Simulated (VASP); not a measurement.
# Si4Mo2C: single point with PBE

Si4Mo2C, a slab with vacuum:

```
Si Mo C
1.0
     3.21697    0.00000    0.00000
     0.00000    3.21697    0.00000
     0.00000    0.00000   21.87880
Si Mo C
4 2 1
Direct
  0.00000 0.00000 0.18283
  0.00000 0.00000 0.30151
  0.50000 0.50000 0.35937
  0.50000 0.50000 0.47438
  0.50000 0.50000 0.24217
  0.00000 0.00000 0.41929
  0.50000 0.75000 0.54833
```

* Program: VASP 6.6.1
* Task: single point
* Functional: PBE
* Potentials or basis: VASP PAW PBE potentials, release 64 (Si, Mo_sv, C)
* Cutoff: 520 eV
* k mesh: 8 × 8 × 1
* Occupations: gaussian, width 0.1 eV
* Spin: no spin polarisation

```json
{"Largest force": "1.081 eV/Å", "Band gap on the k mesh": "zero (bands 24 and 25 overlap by 0.76 eV)"}
```

Forces in eV/Å, atoms in the order of the input:
```
Si   0.000 -0.014  0.575
Si   0.000  0.024 -0.402
Si   0.000 -0.061 -0.144
Si   0.000 -1.015  0.371
Mo   0.000  0.026 -0.289
Mo   0.000 -0.002 -0.128
C    0.000  1.042  0.016
```

Levels at points of the mesh, in eV from the Fermi level:
```csv
k point,band 21,band 22,band 23,band 24,band 25,band 26,band 27,band 28
"(0.00, 0.00, 0.00)",-0.70,-0.13,0.50,0.62,0.73,0.85,1.07,1.61
"(0.50, 0.00, 0.00)",-1.71,-0.62,-0.19,-0.15,-0.13,1.05,1.29,2.45
"(0.00, 0.50, 0.00)",-1.71,-1.14,-0.24,-0.16,-0.14,1.44,1.57,2.43
"(0.50, 0.50, 0.00)",-1.77,-1.54,-1.48,-0.42,0.29,0.95,1.59,2.47
```

It took 9.3 min on 1 thread of AMD EPYC 7R43 64-Core Processor (Zen 3) (shared host), peak memory 0.35 GiB.
